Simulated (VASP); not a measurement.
# AgBr (Fm-3m) in VASP: single point with PBE

Aim: the single point of AgBr with PBE.

Everything below comes from runs of VASP 6.6.1. Logs are shortened: lines on timing, memory, paths and dates and some standing lists are left out, and cuts for length are marked.

### 1 The cell of the first run

The structure is cubic, space group Fm-3m (No. 225). Conventional cell: a = 5.841 Å, b = 5.841 Å, c = 5.841 Å, α = 90.00°, β = 90.00°, γ = 90.00°. Ag (site symmetry m-3m) has 6 Br at 2.92 Å within 3.8 Å. Within 3.8 Å of Br (site symmetry m-3m) lie 6 Ag at 2.92 Å.

### 2 Single point, PBE

Input file INCAR:

```
PREC = Accurate ; ENCUT = 500
EDIFF = 1E-6 ; ISMEAR = 0
SIGMA = 0.05 ; LREAL = False
LASPH = True ; NELM = 120
ALGO = Normal ; ISIF = 2
LWAVE = False ; LCHARG = False
GGA = PE ; NBANDS = 16
GGA_COMPAT = False
```

Input file KPOINTS:

```
Automatic mesh
0
Gamma
  15 15 15
```

Input file POSCAR:

```
AgBr
1.0
    0.0000000000      2.9202557431      2.9202557431
    2.9202557431      0.0000000000      2.9202557431
    2.9202557431      2.9202557431      0.0000000000
Ag Br
1 1
Direct
    0.5000000000      0.5000000000      0.5000000000
    0.0000000000      0.0000000000      0.0000000000
```

Potentials or basis: VASP PAW PBE potentials, release 64 (Ag, Br).

The run is started by

```console
cat potpaw_PBE.64/Ag/POTCAR potpaw_PBE.64/Br/POTCAR > POTCAR
mpirun -np 1 vasp_std > vasp.out
```

OUTCAR:

```text
PREC = Accurate
   ENCUT = 500
   EDIFF = 1E-6
   ISMEAR = 0
   LREAL = False
   LASPH = True
   NELM = 120
   ISIF = 2
   GGA = PE

 ion  position               nearest neighbor table
   1  0.500  0.500  0.500-   2 2.92   2 2.92   2 2.92   2 2.92   2 2.92   2 2.92
   2  0.000  0.000  0.000-   1 2.92   1 2.92   1 2.92   1 2.92   1 2.92   1 2.92

  LATTYP: Found a face centered cubic cell.
 ALAT       =     5.8405114862

  Lattice vectors:

 A1 = (   0.0000000000,   2.9202557431,   2.9202557431)
 A2 = (   2.9202557431,   0.0000000000,   2.9202557431)
 A3 = (   2.9202557431,   2.9202557431,   0.0000000000)

Analysis of symmetry for initial positions (statically):
=====================================================================
 Subroutine PRICEL returns:
 Original cell was already a primitive cell.

 Routine SETGRP: Setting up the symmetry group for a
 face centered cubic supercell.

 Subroutine GETGRP returns: Found 48 space group operations
 (whereof 48 operations were pure point group operations)
 out of a pool of 48 trial point group operations.

The static configuration has the point symmetry O_h .

Analysis of symmetry for dynamics (positions and initial velocities):
=====================================================================
 Subroutine PRICEL returns:
 Original cell was already a primitive cell.

 Routine SETGRP: Setting up the symmetry group for a
 face centered cubic supercell.

 Subroutine GETGRP returns: Found 48 space group operations
 (whereof 48 operations were pure point group operations)
 out of a pool of 48 trial point group operations.

The dynamic configuration has the point symmetry O_h .

 Subroutine INISYM returns: Found 48 space group operations
 (whereof 48 operations are pure point group operations),
 and found     1 'primitive' translations

----------------------------------------------------------------------------------------

                                     Primitive cell

  volume of cell :      49.8073

  direct lattice vectors                    reciprocal lattice vectors
     0.000000000  2.920255743  2.920255743    -0.171217881  0.171217881  0.171217881
     2.920255743  0.000000000  2.920255743     0.171217881 -0.171217881  0.171217881
     2.920255743  2.920255743  0.000000000     0.171217881  0.171217881 -0.171217881

  length of vectors
     4.129865277  4.129865277  4.129865277     0.296558069  0.296558069  0.296558069

  position of ions in fractional coordinates (direct lattice)
     0.500000000  0.500000000  0.500000000
     0.000000000  0.000000000  0.000000000

  ion indices of the primitive-cell ions
   primitive index   ion index
                 1           1
                 2           2

----------------------------------------------------------------------------------------

 KPOINTS: Automatic mesh

Automatic generation of k-mesh.
 Grid dimensions read from file:
 generate k-points for:   15   15   15

 Generating k-lattice:

  Cartesian coordinates                     Fractional coordinates (reciprocal lattice)
    -0.011414525  0.011414525  0.011414525     0.066666667  0.000000000  0.000000000
     0.011414525 -0.011414525  0.011414525     0.000000000  0.066666667  0.000000000
     0.011414525  0.011414525 -0.011414525     0.000000000  0.000000000  0.066666667

  Length of vectors
     0.019770538  0.019770538  0.019770538

  Shift w.r.t. Gamma in fractional coordinates (k-lattice)
     0.000000000  0.000000000  0.000000000

 Subroutine IBZKPT returns following result:
 ===========================================

 Found    120 irreducible k-points:

 Following reciprocal coordinates:
            Coordinates               Weight
  0.000000  0.000000  0.000000      1.000000
  0.066667  0.000000  0.000000      8.000000
  0.133333  0.000000  0.000000      8.000000
  0.200000  0.000000  0.000000      8.000000
  0.266667  0.000000  0.000000      8.000000
  0.333333  0.000000  0.000000      8.000000
[... 16 lines left out ...]
  0.133333  0.133333  0.000000      6.000000
  0.200000  0.133333  0.000000     24.000000
 [... further k-points ...]
   k-points           NKPTS =    120   k-points in BZ     NKDIM =    120   number of bands    NBANDS=     16
   number of dos      NEDOS =    301   number of ions     NIONS =      2
   total plane-waves  NPLWV =  27000
   dimension x,y,z NGX =    30 NGY =   30 NGZ =   30
   dimension x,y,z NGXF=    60 NGYF=   60 NGZF=   60
   ions per type =               1   1
   NGX,Y,Z   is equivalent  to a cutoff of  12.08, 12.08, 12.08 a.u.
   NGXF,Y,Z  is equivalent  to a cutoff of  24.15, 24.15, 24.15 a.u.
 SYSTEM =  unknown system
   PREC   = accura    normal or accurate (medium, high low for compatibility)
   ISTART =      0    job   : 0-new  1-cont  2-samecut
   ICHARG =      2    charge: 1-file 2-atom 10-const
   ISPIN  =      1    spin polarized calculation?
   LNONCOLLINEAR =      F non collinear calculations
   LSORBIT =      F    spin-orbit coupling
   LASPH  =      T    aspherical Exc in radial PAW
   ENCUT  =  500.0 eV  36.75 Ry    6.06 a.u.   7.53  7.53  7.53*2*pi/ulx,y,z
   NELM   =    120;   NELMIN=  2; NELMDL= -5     # of ELM steps
   EDIFF  = 0.1E-05   stopping-criterion for ELM
   LREAL  =      F    real-space projection
   EDIFFG = 0.1E-04   stopping-criterion for IOM
   NSW    =      0    number of steps for IOM
   IBRION =     -1    ionic relax: 0-MD 1-quasi-New 2-CG
   NFREE  =      0    steps in history (QN), initial steepest desc. (CG)
   ISIF   =      2    stress and relaxation
   ISYM   =      2    0-nonsym 1-usesym 2-fastsym
   POTIM  = 0.5000    time-step for ionic-motion
   TEBEG  =    0.0;   TEEND  =   0.0 temperature during run
   PSTRESS=    0.0 pullay stress
   NELECT =      18.0000    total number of electrons
   NUPDOWN=      -1.0000    fix difference up-down
   EMIN   =  10.00;   EMAX   =-10.00  energy-range for DOS
   EFERMI =   0.00;   METHOD = LEGACY
   ISMEAR =     0;   SIGMA  =   0.05  broadening in eV -4-tet -1-fermi 0-gaus
   EFERMI_NEDOS =   21; number of points for ismear=-14 and -15
   IALGO  =     38    algorithm
   IMIX   =      4    mixing-type and parameters
     AMIX     =   0.40;   BMIX     =  1.00
     AMIX_MAG =   1.60;   BMIX_MAG =  1.00
  volume/ion in A,a.u.               =      24.90       168.06
  Fermi-wavevector in a.u.,A,eV,Ry     =   1.166097  2.203604 18.500969  1.359783
  Thomas-Fermi vector in A             =   2.302615
   LORBIT       =      0    0 simple, 1 ext, 2 COOP (PROOUT), +10 PAW based schemes
   GGA     = PE    functional components
   LHFCALC =     F    Hartree Fock is set to
   AEXX    =    0.0000 exact exchange contribution
   IVDW    =     0    specifies the selected vdW correction
   LEPSILON=     F    determine dielectric tensor
   LRPA    =     F    only Hartree local field effects (RPA)
 non-spin polarized calculation
 Gauss-broadening in eV      SIGMA  =   0.05
  energy-cutoff  :      500.00
  volume of cell :       49.81
 maximum number of plane-waves:      1295
 NGX is ok and might be reduce to    30
   NGX = 15   NGY = 15   NGZ = 15

 number of electron      18.0000001 magnetization

 Free energy of the ion-electron system (eV)
  ---------------------------------------------------
  ext. energy  EPLUGINS =         0.00000000
  ---------------------------------------------------
  free energy    TOTEN  =        -5.00035502 eV

  energy without entropy =       -5.00035502  energy(sigma->0) =       -5.00035502

 E-fermi :   3.2308     XC(G=0):  -9.5976

 val. band max:        2.9857135304   @ k =   0.4667   0.0000   0.0000
 cond. band min:       3.6873679327   @ k =   0.0000   0.0000   0.0000
 fundamental gap:      0.7016544023
 Fermi energy:         3.2307862714

 k-point     1 :       0.0000    0.0000    0.0000
  band No.  band energies     occupation
      1     -11.7559      2.00000
      2       0.4128      2.00000
      3       0.4128      2.00000
      4       0.4133      2.00000
      5       0.4133      2.00000
      6       0.4133      2.00000
[... 8 lines left out ...]
     15      14.5737      0.00000
     16      14.5737      0.00000

 k-point     2 :       0.0667    0.0000    0.0000
  band No.  band energies     occupation
      1     -11.7406      2.00000
      2       0.2780      2.00000
      3       0.2780      2.00000
      4       0.3449      2.00000
      5       0.4243      2.00000
      6       0.4243      2.00000
[... 8 lines left out ...]
     15      14.1347      0.00000
     16      14.3655      0.00000

 k-point     3 :       0.1333    0.0000    0.0000
  band No.  band energies     occupation
      1     -11.6967      2.00000
      2       0.0179      2.00000
      3       0.0179      2.00000
      4       0.0517      2.00000
      5       0.4559      2.00000
      6       0.4559      2.00000
[... 8 lines left out ...]
     15      13.8497      0.00000
     16      14.2094      0.00000

 k-point     4 :       0.2000    0.0000    0.0000
  band No.  band energies     occupation
      1     -11.6307      2.00000
      2      -0.4373      2.00000
      3      -0.2461      2.00000
      4      -0.2461      2.00000
      5       0.5030      2.00000
      6       0.5030      2.00000
[... 8 lines left out ...]
     15      14.0309      0.00000
     16      14.0739      0.00000
[... 324 lines left out ...]
 k-point    22 :      -0.0667    0.0667    0.0000
  band No.  band energies     occupation
      1     -11.7159      2.00000
      2       0.0512      2.00000
      3       0.0874      2.00000
      4       0.3042      2.00000
      5       0.4315      2.00000
      6       0.4518      2.00000
[... 8 lines left out ...]
     15      14.3281      0.00000
     16      14.6547      0.00000

 k-point    23 :       0.1333    0.1333    0.0000
  band No.  band energies     occupation
      1     -11.6792      2.00000
      2      -0.4365      2.00000
      3       0.2964      2.00000
      4       0.2964      2.00000
      5       0.3739      2.00000
      6       0.4360      2.00000
[... 8 lines left out ...]
     15      15.8370      0.00000
     16      15.8370      0.00000

 k-point    24 :       0.2000    0.1333    0.0000
  band No.  band energies     occupation
      1     -11.6325      2.00000
      2      -0.6973      2.00000
      3       0.1318      2.00000
      4       0.1395      2.00000
      5       0.3971      2.00000
      6       0.4944      2.00000
[... 8 lines left out ...]
     15      15.5598      0.00000
     16      15.7824      0.00000

 [... further k-points ...]
[... 5 lines left out ...]
  --------------------------------------------------------------------------------------
  -------------------------------------------------------------------------------------
  Total       -0.0085048     -0.0085048     -0.0085048      0.0000000      0.0000000     -0.0000000
  in kB       -0.2735773     -0.2735773     -0.2735773      0.0000000      0.0000000     -0.0000000
  external PRESSURE =      -0.2735773 kB  Pullay stress =       0.0000000 kB

 VOLUME and BASIS-vectors are now :
 -----------------------------------------------------------------------------
  energy-cutoff  :      500.00
  volume of cell :       49.81
      direct lattice vectors                 reciprocal lattice vectors
     0.000000000  2.920255743  2.920255743    -0.171217881  0.171217881  0.171217881
     2.920255743  0.000000000  2.920255743     0.171217881 -0.171217881  0.171217881
     2.920255743  2.920255743  0.000000000     0.171217881  0.171217881 -0.171217881

 POSITION                                       TOTAL-FORCE (eV/Angst)
 -----------------------------------------------------------------------------------
      2.92026      2.92026      2.92026         0.000000     -0.000000     -0.000000
      0.00000      0.00000      0.00000        -0.000000      0.000000      0.000000
 -----------------------------------------------------------------------------------
    total drift:                                0.000000      0.000000      0.000000

  FREE ENERGIE OF THE ION-ELECTRON SYSTEM (eV)
  ---------------------------------------------------
  free  energy   TOTEN  =        -5.0003550228 eV

  energy  without entropy=       -5.0003550228  energy(sigma->0) =       -5.00035502
```

Wall time 77 s (1 thread of Intel Xeon Platinum 8259CL at 2.50GHz (Skylake/Cascade Lake), shared host); peak memory 0.24 GiB.

Results:

```yaml
Free_energy: -5.0004 eV
Pressure: 0.0 GPa
Band_gap_on_the_k_mesh: 0.70 eV, indirect (least direct gap 2.44 eV)
```

Levels at points of the mesh, in eV from the valence-band top:
```csv
k point,band 7,band 8,band 9,band 10,band 11,band 12
"(0.00, 0.00, 0.00)",-1.74,-1.74,-1.74,0.70,9.94,9.94
```
